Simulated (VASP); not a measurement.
## C: single point with PBE

C:

```
C
1.0
     0.00000    1.78340    1.71206
     1.78340    0.00000    1.71206
     1.78340    1.78340    0.00000
C
2
Cartesian
  1.7834 1.7834 1.7121
  2.6751 2.6751 2.5681
```

This cell differs from its parent crystal: strain +0.000 along x and y, -0.040 along z.

* Program: VASP 6.6.1
* Task: single point
* Functional: PBE
* Potentials or basis: VASP PAW PBE potentials, release 64 (C)
* Cutoff: 520 eV
* k mesh: 12 × 12 × 12
* Occupations: gaussian, width 0.05 eV
* Spin: no spin polarisation
* Dipole correction: no
* Further INCAR settings: ALGO = Normal; EDIFF = 1e-07; NBANDS = 11

* Pressure: 22.0 GPa
* Band gap on the k mesh: 3.20 eV, indirect (least direct gap 4.97 eV)

Stress tensor (GPa, compression positive):
```
 9.31  0.00  0.00
 0.00  9.31  0.00
 0.00  0.00 47.24
```

Levels at points of the mesh, in eV from the valence-band top:
```csv
k point,band 1,band 2,band 3,band 4,band 5,band 6,band 7,band 8
"(0.00, 0.00, 0.00)",-22.44,-0.61,-0.61,0.00,4.97,5.49,5.49,13.85
"(0.50, 0.00, 0.00)",-16.41,-14.23,-3.67,-2.94,7.88,8.04,9.53,15.69
"(0.50, 0.50, 0.00)",-13.01,-13.01,-7.36,-7.36,3.79,3.79,17.16,17.16
"(0.50, 0.00, 0.50)",-13.68,-13.68,-6.73,-6.73,4.78,4.78,16.87,16.87
```

Run time: 12 s on 1 thread of Intel Xeon 6975P-C, on a shared host, peak memory 0.12 GiB.

Caveat: the cell differs from its parent crystal (strain +0.000 along x and y, -0.040 along z). A k mesh can miss the band edges.
